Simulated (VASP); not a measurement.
# Pt (Fm-3m) in VASP: notebook

Runs on Pt. Level: PBEsol. Tasks: single point.

All numbers are computed with VASP 6.6.1; they aren't measurements. Logs are shortened: lines on timing, memory, paths and dates and some standing lists are left out, and cuts for length are marked.

**1. The cell of the first run**

It takes space group Fm-3m (No. 225, cubic). The conventional cell has a = 3.755 Å, b = 3.755 Å, c = 3.755 Å, α = 90.00°, β = 90.00°, γ = 90.00°. Pt (site symmetry m-3m) has 12 Pt at 2.65 Å within 3.5 Å.

**2. Single point, PBEsol (volume scaled by 0.88)**

Input file INCAR:

```
PREC     = Accurate       # precision mode
ENCUT    = 520            # plane-wave cutoff, eV
EDIFF    = 1E-6           # SCF threshold, eV
ISMEAR   = 0              # smearing method
SIGMA    = 0.1            # smearing width, eV
LREAL    = F              # projectors in reciprocal space
LASPH    = T              # aspherical terms in the spheres
NELM     = 100            # most SCF steps
ALGO     = Normal         # electronic algorithm
ISIF     = 2              # what is computed and relaxed
LWAVE    = F              # write WAVECAR
LCHARG   = T              # write CHGCAR
GGA      = PS             # functional
LELF     = T              # ELF
LVHAR    = T            
NBANDS   = 11             # bands
```

Input file KPOINTS:

```
Automatic mesh
0
Gamma
  18 18 18
```

Input file POSCAR:

```
Pt
1.0
    0.0000000000      1.8773166577      1.8773166577
    1.8773166577      0.0000000000      1.8773166577
    1.8773166577      1.8773166577      0.0000000000
Pt
1
Direct
    0.0000000000      0.0000000000      0.0000000000
```

Potentials or basis: VASP PAW PBE potentials, release 64 (Pt).

Command:

```
$ cat potpaw_PBE.64/Pt/POTCAR > POTCAR
$ mpirun -np 1 vasp_std > vasp.out
```

OUTCAR:

```text
PREC = Accurate
   ENCUT = 520
   EDIFF = 1E-6
   ISMEAR = 0
   LREAL = F
   LASPH = T
   NELM = 100
   ISIF = 2
   GGA = PS

 ion  position               nearest neighbor table
   1  0.000  0.000  0.000-

  LATTYP: Found a face centered cubic cell.
 ALAT       =     3.7546333154

  Lattice vectors:

 A1 = (   0.0000000000,   1.8773166577,   1.8773166577)
 A2 = (   1.8773166577,   0.0000000000,   1.8773166577)
 A3 = (   1.8773166577,   1.8773166577,   0.0000000000)

Analysis of symmetry for initial positions (statically):
=====================================================================
 Subroutine PRICEL returns:
 Original cell was already a primitive cell.

 Routine SETGRP: Setting up the symmetry group for a
 face centered cubic supercell.

 Subroutine GETGRP returns: Found 48 space group operations
 (whereof 48 operations were pure point group operations)
 out of a pool of 48 trial point group operations.

The static configuration has the point symmetry O_h .

Analysis of symmetry for dynamics (positions and initial velocities):
=====================================================================
 Subroutine PRICEL returns:
 Original cell was already a primitive cell.

 Routine SETGRP: Setting up the symmetry group for a
 face centered cubic supercell.

 Subroutine GETGRP returns: Found 48 space group operations
 (whereof 48 operations were pure point group operations)
 out of a pool of 48 trial point group operations.

The dynamic configuration has the point symmetry O_h .

 Subroutine INISYM returns: Found 48 space group operations
 (whereof 48 operations are pure point group operations),
 and found     1 'primitive' translations

----------------------------------------------------------------------------------------

                                     Primitive cell

  volume of cell :      13.2325

  direct lattice vectors                    reciprocal lattice vectors
     0.000000000  1.877316658  1.877316658    -0.266337593  0.266337593  0.266337593
     1.877316658  0.000000000  1.877316658     0.266337593 -0.266337593  0.266337593
     1.877316658  1.877316658  0.000000000     0.266337593  0.266337593 -0.266337593

  length of vectors
     2.654926678  2.654926678  2.654926678     0.461310243  0.461310243  0.461310243

  position of ions in fractional coordinates (direct lattice)
     0.000000000  0.000000000  0.000000000

  ion indices of the primitive-cell ions
   primitive index   ion index
                 1           1

----------------------------------------------------------------------------------------

 KPOINTS: Automatic mesh

Automatic generation of k-mesh.
 Grid dimensions read from file:
 generate k-points for:   18   18   18

 Generating k-lattice:

  Cartesian coordinates                     Fractional coordinates (reciprocal lattice)
    -0.014796533  0.014796533  0.014796533     0.055555556  0.000000000  0.000000000
     0.014796533 -0.014796533  0.014796533     0.000000000  0.055555556  0.000000000
     0.014796533  0.014796533 -0.014796533     0.000000000  0.000000000  0.055555556

  Length of vectors
     0.025628347  0.025628347  0.025628347

  Shift w.r.t. Gamma in fractional coordinates (k-lattice)
     0.000000000  0.000000000  0.000000000

 Subroutine IBZKPT returns following result:
 ===========================================

 Found    195 irreducible k-points:

 Following reciprocal coordinates:
            Coordinates               Weight
  0.000000  0.000000  0.000000      1.000000
  0.055556  0.000000  0.000000      8.000000
  0.111111  0.000000  0.000000      8.000000
  0.166667  0.000000  0.000000      8.000000
  0.222222  0.000000  0.000000      8.000000
  0.277778  0.000000  0.000000      8.000000
[... 16 lines left out ...]
 -0.277778  0.055556  0.000000     24.000000
 -0.222222  0.055556  0.000000     24.000000
 [... further k-points ...]
   k-points           NKPTS =    195   k-points in BZ     NKDIM =    195   number of bands    NBANDS=     11
   number of dos      NEDOS =    301   number of ions     NIONS =      1
   total plane-waves  NPLWV =   8000
   dimension x,y,z NGX =    20 NGY =   20 NGZ =   20
   dimension x,y,z NGXF=    40 NGYF=   40 NGZF=   40
   ions per type =               1
   NGX,Y,Z   is equivalent  to a cutoff of  12.52, 12.52, 12.52 a.u.
   NGXF,Y,Z  is equivalent  to a cutoff of  25.05, 25.05, 25.05 a.u.
 SYSTEM =  unknown system
   PREC   = accura    normal or accurate (medium, high low for compatibility)
   ISTART =      0    job   : 0-new  1-cont  2-samecut
   ICHARG =      2    charge: 1-file 2-atom 10-const
   ISPIN  =      1    spin polarized calculation?
   LNONCOLLINEAR =      F non collinear calculations
   LSORBIT =      F    spin-orbit coupling
   LASPH  =      T    aspherical Exc in radial PAW
   ENCUT  =  520.0 eV  38.22 Ry    6.18 a.u.   4.94  4.94  4.94*2*pi/ulx,y,z
   NELM   =    100;   NELMIN=  2; NELMDL= -5     # of ELM steps
   EDIFF  = 0.1E-05   stopping-criterion for ELM
   LREAL  =      F    real-space projection
   EDIFFG = 0.1E-04   stopping-criterion for IOM
   NSW    =      0    number of steps for IOM
   IBRION =     -1    ionic relax: 0-MD 1-quasi-New 2-CG
   NFREE  =      0    steps in history (QN), initial steepest desc. (CG)
   ISIF   =      2    stress and relaxation
   ISYM   =      2    0-nonsym 1-usesym 2-fastsym
   POTIM  = 0.5000    time-step for ionic-motion
   TEBEG  =    0.0;   TEEND  =   0.0 temperature during run
   PSTRESS=    0.0 pullay stress
   NELECT =      10.0000    total number of electrons
   NUPDOWN=      -1.0000    fix difference up-down
   EMIN   =  10.00;   EMAX   =-10.00  energy-range for DOS
   EFERMI =   0.00;   METHOD = LEGACY
   ISMEAR =     0;   SIGMA  =   0.10  broadening in eV -4-tet -1-fermi 0-gaus
   EFERMI_NEDOS =   21; number of points for ismear=-14 and -15
   IALGO  =     38    algorithm
   IMIX   =      4    mixing-type and parameters
     AMIX     =   0.40;   BMIX     =  1.00
     AMIX_MAG =   1.60;   BMIX_MAG =  1.00
  volume/ion in A,a.u.               =      13.23        89.30
  Fermi-wavevector in a.u.,A,eV,Ry     =   1.491170  2.817904 30.253771  2.223589
  Thomas-Fermi vector in A             =   2.603859
   LORBIT       =      0    0 simple, 1 ext, 2 COOP (PROOUT), +10 PAW based schemes
   GGA     = PS    functional components
   LHFCALC =     F    Hartree Fock is set to
   AEXX    =    0.0000 exact exchange contribution
   IVDW    =     0    specifies the selected vdW correction
   LEPSILON=     F    determine dielectric tensor
   LRPA    =     F    only Hartree local field effects (RPA)
 non-spin polarized calculation
 Gauss-broadening in eV      SIGMA  =   0.10
  energy-cutoff  :      520.00
  volume of cell :       13.23
 maximum number of plane-waves:       368
   NGX =  9   NGY =  9   NGZ =  9

 number of electron      10.0000001 magnetization

 Free energy of the ion-electron system (eV)
  ---------------------------------------------------
  ext. energy  EPLUGINS =         0.00000000
  ---------------------------------------------------
  free energy    TOTEN  =        -6.71402183 eV

  energy without entropy =       -6.70558797  energy(sigma->0) =       -6.70980490

 E-fermi :  13.8199     XC(G=0): -14.4123

 val. band max:       13.8164717182   @ k =  -0.3889   0.3889   0.1667
 cond. band min:      13.8234267640   @ k =  -0.3333   0.3889   0.1111
 fundamental gap:      0.0069550459
 Fermi energy:        13.8199022794

 k-point     1 :       0.0000    0.0000    0.0000
  band No.  band energies     occupation
      1       1.9452      2.00000
      2       9.1070      2.00000
      3       9.1070      2.00000
      4       9.1070      2.00000
      5      11.8030      2.00000
      6      11.8030      2.00000
      7      27.9465      0.00000
      8      33.6671      0.00000
      9      33.6671      0.00000
     10      33.6671      0.00000
     11      39.4631      0.00000

 k-point     2 :       0.0556    0.0000    0.0000
  band No.  band energies     occupation
      1       2.0876      2.00000
      2       9.0346      2.00000
      3       9.1674      2.00000
      4       9.1674      2.00000
      5      11.7645      2.00000
      6      11.7645      2.00000
      7      28.1899      0.00000
      8      32.9768      0.00000
      9      33.9037      0.00000
     10      33.9037      0.00000
     11      40.2976      0.00000

 k-point     3 :       0.1111    0.0000    0.0000
  band No.  band energies     occupation
      1       2.5000      2.00000
      2       8.8497      2.00000
      3       9.3257      2.00000
      4       9.3257      2.00000
      5      11.6806      2.00000
      6      11.6806      2.00000
      7      28.8597      0.00000
      8      31.5576      0.00000
      9      34.5948      0.00000
     10      34.5948      0.00000
     11      41.7298      0.00000

 k-point     4 :       0.1667    0.0000    0.0000
  band No.  band energies     occupation
      1       3.1302      2.00000
      2       8.6465      2.00000
      3       9.5040      2.00000
      4       9.5040      2.00000
      5      11.6494      2.00000
      6      11.6494      2.00000
      7      29.6267      0.00000
      8      30.1380      0.00000
      9      35.6859      0.00000
     10      35.6859      0.00000
     11      40.5819      0.00000
[... 239 lines left out ...]
 k-point    22 :      -0.3333    0.0556    0.0000
  band No.  band energies     occupation
      1       5.0289      2.00000
      2       9.2118      2.00000
      3       9.3501      2.00000
      4       9.8417      2.00000
      5      12.6247      2.00000
      6      13.5526      1.99984
      7      24.4216      0.00000
      8      29.0601      0.00000
      9      34.6931      0.00000
     10      36.7325      0.00000
     11      39.7243      0.00000

 k-point    23 :      -0.2778    0.0556    0.0000
  band No.  band energies     occupation
      1       4.7765      2.00000
      2       8.9018      2.00000
      3       9.4360      2.00000
      4       9.5307      2.00000
      5      12.0026      2.00000
      6      12.9283      2.00000
      7      26.3093      0.00000
      8      30.0813      0.00000
      9      35.8593      0.00000
     10      37.8467      0.00000
     11      38.8566      0.00000

 k-point    24 :      -0.2222    0.0556    0.0000
  band No.  band energies     occupation
      1       4.2194      2.00000
      2       8.4930      2.00000
      3       9.5769      2.00000
      4       9.6608      2.00000
      5      11.5192      2.00000
      6      12.3811      2.00000
      7      27.9820      0.00000
      8      30.6954      0.00000
      9      36.1263      0.00000
     10      37.3954      0.00000
     11      38.5629      0.00000

 [... further k-points ...]

------------------------ aborting loop because EDIFF is reached ----------------------------------------

  FORCE on cell =-STRESS in cart. coord.  units (eV):
  Direction    XX          YY          ZZ          XY          YZ          ZX
  --------------------------------------------------------------------------------------
  -------------------------------------------------------------------------------------
  Total        4.2390993      4.2390993      4.2390993      0.0000000     -0.0000000      0.0000000
  in kB      513.2649122    513.2649122    513.2649122      0.0000000     -0.0000000      0.0000000
  external PRESSURE =     513.2649122 kB  Pullay stress =       0.0000000 kB

 VOLUME and BASIS-vectors are now :
 -----------------------------------------------------------------------------
  energy-cutoff  :      520.00
  volume of cell :       13.23
      direct lattice vectors                 reciprocal lattice vectors
     0.000000000  1.877316658  1.877316658    -0.266337593  0.266337593  0.266337593
     1.877316658  0.000000000  1.877316658     0.266337593 -0.266337593  0.266337593
     1.877316658  1.877316658  0.000000000     0.266337593  0.266337593 -0.266337593

 POSITION                                       TOTAL-FORCE (eV/Angst)
 -----------------------------------------------------------------------------------
      0.00000      0.00000      0.00000         0.000000      0.000000      0.000000
 -----------------------------------------------------------------------------------
    total drift:                                0.000000     -0.000000     -0.000000

  FREE ENERGIE OF THE ION-ELECTRON SYSTEM (eV)
  ---------------------------------------------------
  free  energy   TOTEN  =        -6.7140218329 eV

  energy  without entropy=       -6.7055879721  energy(sigma->0) =       -6.70980490
```

Run time: 37 s. Hardware: 1 thread of Intel Xeon Platinum 8259CL at 2.50GHz (Skylake/Cascade Lake), shared host; peak memory 0.14 GiB.

Results:

```yaml
Free_energy: -6.7140 eV
Pressure: 51.3 GPa
Band_gap_on_the_k_mesh: zero (band 5 reaches 14.47 eV, above the bottom of band 6 at 11.65 eV)
```

Levels at points of the mesh, in eV from the Fermi level:
| k point | band 3 | band 4 | band 5 | band 6 | band 7 | band 8 |
| --- | --- | --- | --- | --- | --- | --- |
| (0.00, 0.00, 0.00) | -4.71 | -4.71 | -2.02 | -2.02 | 14.13 | 19.85 |
| (0.50, 0.00, 0.00) | -4.81 | -1.11 | 0.07 | 0.07 | 6.89 | 13.73 |
| (0.50, 0.50, 0.00) | 0.04 | 0.64 | 0.64 | 1.46 | 10.37 | 11.72 |

Caveat: the PAW data sets were made with another functional, which shifts forces and pressure a little; spin-orbit coupling is left out, which moves the levels of the heavy elements.

**3. Single point, PBEsol (volume scaled by 0.91)**

Input file INCAR:

```
SYSTEM = Pt
PREC = Accurate
ENCUT = 520
EDIFF = 1E-6
ISMEAR = 0
SIGMA = 0.1
LREAL = .FALSE.
LASPH = .TRUE.
NELM = 60
ALGO = Fast
ISIF = 2
LWAVE = .FALSE.
LCHARG = .FALSE.
GGA = PS
NBANDS = 11
```

Input file KPOINTS:

```
regular mesh
0
G
  18 18 18
  0 0 0
```

Input file POSCAR:

```
Pt
1.0
    0.0000000000      1.8984118690      1.8984118690
    1.8984118690      0.0000000000      1.8984118690
    1.8984118690      1.8984118690      0.0000000000
Pt
1
Direct
    0.0000000000      0.0000000000      0.0000000000
```

Potentials or basis: VASP PAW PBE potentials, release 64 (Pt).

Command:

```
$ cat potpaw_PBE.64/Pt/POTCAR > POTCAR
$ mpirun -np 1 vasp_std > vasp.out
```

It took 42 s on 1 thread of Intel Xeon Platinum 8259CL at 2.50GHz (Skylake/Cascade Lake), shared host; peak memory 0.15 GiB.

The run converged. Its results:

```
Free energy            : -6.8345 eV
Pressure               : 34.7 GPa
Band gap on the k mesh : zero (band 5 reaches 13.69 eV, above the bottom of band 6 at 11.03 eV)
```

Levels at points of the mesh, in eV from the Fermi level:
```tsv
k point	band 2	band 3	band 4	band 5	band 6	band 7	band 8	band 9
(0.00, 0.00, 0.00)	-4.46	-4.46	-4.46	-1.91	-1.91	14.28	19.80	19.80
(0.50, 0.00, 0.00)	-4.55	-4.55	-0.96	0.06	0.06	6.60	13.87	19.58
(0.50, 0.50, 0.00)	-7.76	0.03	0.60	0.60	1.52	9.95	11.63	11.63
```

Caveat: the PAW data sets were made with another functional, which shifts forces and pressure a little; spin-orbit coupling is left out, which moves the levels of the heavy elements.

[end of part 1 of 2]
